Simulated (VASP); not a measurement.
# P in VASP: a series of runs, part 2 of 2

VASP 6.6.1.

## Step 6: Single point, r2SCAN

POSCAR

```
P
1.0
    3.2540552468      0.0000000000      0.0000000000
   -1.6270276234      2.8180945091      0.0000000000
    0.0000000000      0.0000000000     28.0000000000
P
2
Direct
    0.3333333333      0.6666666667      0.5222365346
    0.6666666667      0.3333333333      0.4777634654
```

INCAR.step1

```
SYSTEM = P
  PREC = Accurate
  ENCUT = 520
  ISMEAR = 0
  SIGMA = 0.02
  LREAL = .FALSE.
  LASPH = .TRUE.
  NELM = 100
  LDIPOL = .TRUE.
  IDIPOL = 3
  DIPOL = 0.5 0.5 0.500
  NBANDS = 12
  GGA = PE
  ALGO = Normal
  EDIFF = 1E-4
  LWAVE = .TRUE.
  LCHARG = .FALSE.
```

INCAR.step2

```
SYSTEM = P
  PREC = Accurate
  ENCUT = 520
  EDIFF = 1E-6
  ISMEAR = 0
  SIGMA = 0.02
  LREAL = .FALSE.
  LASPH = .TRUE.
  NELM = 100
  ALGO = Normal
  ISIF = 2
  LWAVE = .FALSE.
  LCHARG = .FALSE.
  LDIPOL = .TRUE.
  IDIPOL = 3
  DIPOL = 0.5 0.5 0.500
  METAGGA = R2SCAN
  LMIXTAU = .TRUE.
  NBANDS = 12
  ISTART = 1
```

KPOINTS

```
regular mesh
0
G
  9 9 1
  0 0 0
```

Potentials or basis: VASP PAW PBE potentials, release 64 (P).

Command:

```console
cat potpaw_PBE.64/P/POTCAR > POTCAR
cp INCAR.step1 INCAR
mpirun -np 1 vasp_std > vasp.out
cp INCAR.step2 INCAR
mpirun -np 1 vasp_std > vasp.out
```

OUTCAR:

```text
SYSTEM = P
   PREC = Accurate
   ENCUT = 520
   EDIFF = 1E-6
   ISMEAR = 0
   LREAL = .FALSE.
   LASPH = .TRUE.
   NELM = 100
   ISIF = 2
   METAGGA = R2SCAN
   ISTART = 1

 ion  position               nearest neighbor table
   1  0.333  0.667  0.522-   2 2.25   2 2.25   2 2.25
   2  0.667  0.333  0.478-   1 2.25   1 2.25   1 2.25

  LATTYP: Found a hexagonal cell.
 ALAT       =     3.2540552468
 C/A-ratio  =     8.6046480088

  Lattice vectors:

 A1 = (   3.2540552468,   0.0000000000,   0.0000000000)
 A2 = (  -1.6270276234,   2.8180945091,   0.0000000000)
 A3 = (   0.0000000000,   0.0000000000,  28.0000000000)

Analysis of symmetry for initial positions (statically):
=====================================================================
 Subroutine PRICEL returns:
 Original cell was already a primitive cell.

 Routine SETGRP: Setting up the symmetry group for a
 hexagonal supercell.

 Subroutine GETGRP returns: Found 12 space group operations
 (whereof 12 operations were pure point group operations)
 out of a pool of 24 trial point group operations.

[... 168 lines left out ...]
      7      -0.4170      0.00000
      8      -0.1489      0.00000
      9       1.2512      0.00000
     10       1.6641      0.00000
     11       1.9575      0.00000
     12       2.1132      0.00000
[... 151 lines left out ...]
 k-point    12 :       0.3333    0.3333    0.0000
  band No.  band energies     occupation
      1     -14.7996      2.00000
      2     -14.7996      2.00000
      3     -10.3144      2.00000
      4      -6.5121      2.00000
      5      -6.5121      2.00000
      6      -2.3130      0.00000
      7       1.2599      0.00000
      8       1.2599      0.00000
      9       4.2726      0.00000
     10       5.9030      0.00000
     11       5.9030      0.00000
     12       6.0931      0.00000

------------------------ aborting loop because EDIFF is reached ----------------------------------------

 vacuum level on the upper side and lower side of the slab       (xc-potential included)        -0.035        -0.035

  FORCE on cell =-STRESS in cart. coord.  units (eV):
  Direction    XX          YY          ZZ          XY          YZ          ZX
  --------------------------------------------------------------------------------------
  -------------------------------------------------------------------------------------
  Total        0.0793933      0.0793933     -0.5772625      0.0000000     -0.0000000      0.0000000
  in kB        0.4954001      0.4954001     -3.6020143      0.0000000     -0.0000000      0.0000000
  external PRESSURE =      -0.8704047 kB  Pullay stress =       0.0000000 kB

 VOLUME and BASIS-vectors are now :
 -----------------------------------------------------------------------------
  energy-cutoff  :      520.00
  volume of cell :      256.77
      direct lattice vectors                 reciprocal lattice vectors
     3.254055247  0.000000000  0.000000000     0.307308857  0.177424852  0.000000000
    -1.627027623  2.818094509  0.000000000     0.000000000  0.354849703  0.000000000
     0.000000000  0.000000000 28.000000000     0.000000000  0.000000000  0.035714286

 POSITION                                       TOTAL-FORCE (eV/Angst)
 -----------------------------------------------------------------------------------
     -0.00000      1.87873     14.62262         0.000000     -0.000000     -0.456298
      1.62703      0.93936     13.37738        -0.000000      0.000000      0.456298
 -----------------------------------------------------------------------------------
    total drift:                               -0.000000      0.000000     -0.000000

  FREE ENERGIE OF THE ION-ELECTRON SYSTEM (eV)
  ---------------------------------------------------
  free  energy   TOTEN  =       -17.8480292600 eV

  energy  without entropy=      -17.8480292600  energy(sigma->0) =      -17.84802926

 vacuum level on the upper side and lower side of the slab         1.662         1.662
```

OUTCAR.step1:

```text
SYSTEM = P
   PREC = Accurate
   ENCUT = 520
   ISMEAR = 0
   LREAL = .FALSE.
   LASPH = .TRUE.
   NELM = 100
   GGA = PE
   EDIFF = 1E-4

[... 389 lines left out ...]
     -0.00000      1.87873     14.62262         0.000000      0.000000     -0.055681
      1.62703      0.93936     13.37738        -0.000000     -0.000000      0.055681
 -----------------------------------------------------------------------------------
    total drift:                               -0.000000     -0.000000      0.000000

  FREE ENERGIE OF THE ION-ELECTRON SYSTEM (eV)
  ---------------------------------------------------
  free  energy   TOTEN  =       -10.7283010340 eV

  energy  without entropy=      -10.7283010340  energy(sigma->0) =      -10.72830103

 vacuum level on the upper side and lower side of the slab         1.045         1.045
```

OSZICAR.step1:

```text
N       E                     dE             d eps       ncg     rms          rms(c)
DAV:   1     0.645923473109E+02    0.64592E+02   -0.28864E+03   288   0.538E+02
DAV:   2    -0.445522581833E+01   -0.69048E+02   -0.59826E+02   504   0.909E+01
DAV:   3    -0.107242271959E+02   -0.62690E+01   -0.62517E+01   416   0.375E+01
DAV:   4    -0.108293606289E+02   -0.10513E+00   -0.10504E+00   408   0.556E+00
DAV:   5    -0.108307990833E+02   -0.14385E-02   -0.14384E-02   416   0.672E-01    0.709E+00
DAV:   6    -0.107586883174E+02    0.72111E-01   -0.51033E-02   360   0.105E+00    0.414E+00
DAV:   7    -0.107281201902E+02    0.30568E-01   -0.89702E-02   392   0.142E+00    0.250E-01
DAV:   8    -0.107283030582E+02   -0.18287E-03   -0.49295E-03   344   0.443E-01    0.978E-02
DAV:   9    -0.107283010340E+02    0.20241E-05   -0.23780E-04   420   0.922E-02
   1 F= -.10728301E+02 E0= -.10728301E+02  d E =-.349439E-19
```

Wall time 2.3 min (1 thread of Intel Xeon Platinum 8259CL at 2.50GHz (Skylake/Cascade Lake), shared host); peak memory 0.37 GiB.

What came out:

```
Free energy            : -17.8480 eV
Largest force          : 0.456 eV/Å
Band gap on the k mesh : 2.32 eV, indirect (least direct gap 2.56 eV)
```

Forces in eV/Å, atoms in the order of the input:
```
P    0.000  0.000 -0.456
P    0.000  0.000  0.456
```

Caveat: the PAW data sets were made with another functional, which shifts forces and pressure a little.

## Step 7: Overview

| level | cell | gap on the mesh (eV) | largest force (eV/Å) |
| --- | --- | --- | --- |
| PBE+D3(BJ) | a = 3.254, b = 3.254, c = 28.000 Å, angles 90.0, 90.0, 120.0°, 2 atoms | 2.00 | 0.09 |
| PBE+D3(BJ) | a = 3.319, b = 3.319, c = 28.000 Å, angles 90.0, 90.0, 120.0°, 2 atoms | 1.91 | 0.07 |
| PBE+D3(BJ) | a = 3.384, b = 3.384, c = 28.000 Å, angles 90.0, 90.0, 120.0°, 2 atoms | 1.75 | 0.07 |
| PBE+D3(BJ) | a = 3.482, b = 3.482, c = 28.000 Å, angles 90.0, 90.0, 120.0°, 2 atoms | 1.51 | 0.06 |
| r2SCAN | a = 3.254, b = 3.254, c = 28.000 Å, angles 90.0, 90.0, 120.0°, 2 atoms | 2.32 | 0.46 |

Alike in all rows: task single point; potentials or basis VASP PAW PBE potentials, release 64 (P); no spin polarisation; k mesh 9 × 9 × 1; cutoff (eV) 520; smearing gaussian 0.02 eV.

Caveats: the PAW data sets were made with another functional, which shifts forces and pressure a little (some runs).

Absolute energies hang on the potentials; compare differences alone.
